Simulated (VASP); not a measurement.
Here is a VASP 6.6.1 calculation.

The input INCAR:

```
SYSTEM = CoO
PREC = Accurate
ENCUT = 520
EDIFF = 1E-8
ISMEAR = -1
SIGMA = 0.05
LREAL = .False.
LASPH = .True.
NELM = 150
ALGO = Normal
ISIF = 2
LWAVE = .False.
LCHARG = .False.
ISPIN = 2
MAGMOM = 2 0
LORBIT = 11
LMAXMIX = 4
GGA = PE
LEFG = .True.
NBANDS = 18
```

File KPOINTS:

```
Automatic mesh
0
Gamma
  15 15 15
  0 0 0
```

File POSCAR:

```
CoO
1.0
    0.0000000000      2.1171941998      2.1171941998
    2.1171941998      0.0000000000      2.1171941998
    2.1171941998      2.1171941998      0.0000000000
Co O
1 1
Direct
    0.0000000000      0.0000000000      0.0000000000
    0.5000000000      0.5000000000      0.5000000000
```

Potentials or basis: VASP PAW PBE potentials, release 64 (Co, O).

The run is started by

```bash
$ cat potpaw_PBE.64/Co/POTCAR potpaw_PBE.64/O/POTCAR > POTCAR
$ mpirun -np 1 vasp_std > vasp.out
```

(1) What does it give for the pressure?

(2) Estimate the net moment.

(3) What does it give for the site moments?

## Answers

(1) 0.9 GPa.

(2) 2.85 μB per cell.

(3) Co +2.52; O +0.28 μB.

Caveat: without QUAD_EFG the Cq values of the log hold for a quadrupole moment of 1 mb, not for the nuclei; a cell with one magnetic atom can't hold antiferromagnetic order, which such compounds often take.
